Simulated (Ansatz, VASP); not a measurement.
One calculation of SnO, two programs

File POSCAR:

```
SnO
1.0
    3.8136952200      0.0000000000      0.0000000000
    0.0000000000      3.8136952200      0.0000000000
    0.0000000000      0.0000000000      4.8869133000
Sn O
2 2
Direct
    0.5000000000      0.0000000000      0.7646261400
    0.0000000000      0.5000000000      0.2353738600
    0.0000000000      0.0000000000      0.0000000000
    0.5000000000      0.5000000000      0.0000000000
```

INCAR.step1

```
SYSTEM = SnO
ALGO = Normal
EDIFF = 1E-5
ENCUT = 520
GGA = PE
ISIF = 2
ISMEAR = -1
LASPH = .True.
LCHARG = .False.
LREAL = .False.
LWAVE = .True.
NBANDS = 28
NELM = 60
PREC = Accurate
SIGMA = 0.05
```

Contents of INCAR.step2:

```
SYSTEM = SnO
AEXX = 0.5
ALGO = Normal
EDIFF = 1E-6
ENCUT = 520
ISIF = 2
ISMEAR = -1
ISTART = 1
LASPH = .True.
LCHARG = .False.
LHFCALC = .True.
LMIXTAU = .True.
LREAL = .False.
LWAVE = .False.
METAGGA = R2SCAN
NBANDS = 28
NELM = 60
PREC = Accurate
PRECFOCK = Normal
SIGMA = 0.05
```

Contents of KPOINTS:

```
k-points
0
Gamma
  4 4 3
  0 0 0
```

input.yaml

```yaml
crystal:
  lattice:
    - [3.81369522, 0.0, 0.0]
    - [0.0, 3.81369522, 0.0]
    - [0.0, 0.0, 4.8869133]
  atoms:
    - { symbol: Sn, position: [0.5, 0.0, 0.76462614] }
    - { symbol: Sn, position: [0.0, 0.5, 0.23537386] }
    - { symbol: O, position: [0.0, 0.0, 0.0] }
    - { symbol: O, position: [0.5, 0.5, 0.0] }
hamiltonian:
  xc: r2scan50
  pseudopotentials: { kind: paw }
kpoints:
  mp_grid: { grid: [4, 4, 3] }
  band_path:
    path:
      - [[0.0, 0.0, 0.0], [0.0, 0.5, 0.0], [0.5, 0.5, 0.0], [0.0, 0.0, 0.0], [0.0, 0.0, 0.5], [0.0, 0.5, 0.5], [0.5, 0.5, 0.5], [0.0, 0.0, 0.5]]
      - [[0.0, 0.5, 0.0], [0.0, 0.5, 0.5]]
      - [[0.5, 0.5, 0.0], [0.5, 0.5, 0.5]]
    npoints: 4
scf:
  occupations: { method: fermi_dirac, width: 0.05 }
  n_extra_bands: 10
output:
  forces: true
  stress: true
  eigenvalues: true
  fatbands: false
  write_density: true
  write_potential: true
  elf: true
  volumetric_format: npy
```

Alike in both runs: functional r2SCAN50; k mesh 4 × 4 × 3; occupations fermi-dirac, width 0.05 eV; no spin polarisation.

```csv
,VASP,Ansatz
version,VASP 6.6.1,Ansatz 0.2.0
potentials or method,"VASP PAW PBE potentials, release 64 (Sn_d, O)",Ansatz PAW
plane-wave cutoff (eV),520,500
valence electrons in the cell,40,40
task,single point,band structure
```

```csv
,VASP,Ansatz,Ansatz less VASP
gap on the k mesh at the Fermi level (eV),2.45,2.36,-0.082
least direct gap on the mesh (eV),5.04,5.03,-0.009
pressure (GPa),-5.1,-5.5,-0.38
"traceless stress, the component that is largest in VASP (GPa)",1.41,1.39,-0.017
rms of the force components (eV/Å),0.317,0.388,+0.0712
```

VASP's potentials were made for PBE, not for r2SCAN50. Atom by atom the forces differ by 0.071 eV/Å (rms over components). The functional is the same, so the differences come from potentials, cutoffs and numerics.

The k mesh is coarse, so the values compare programs but aren't converged.
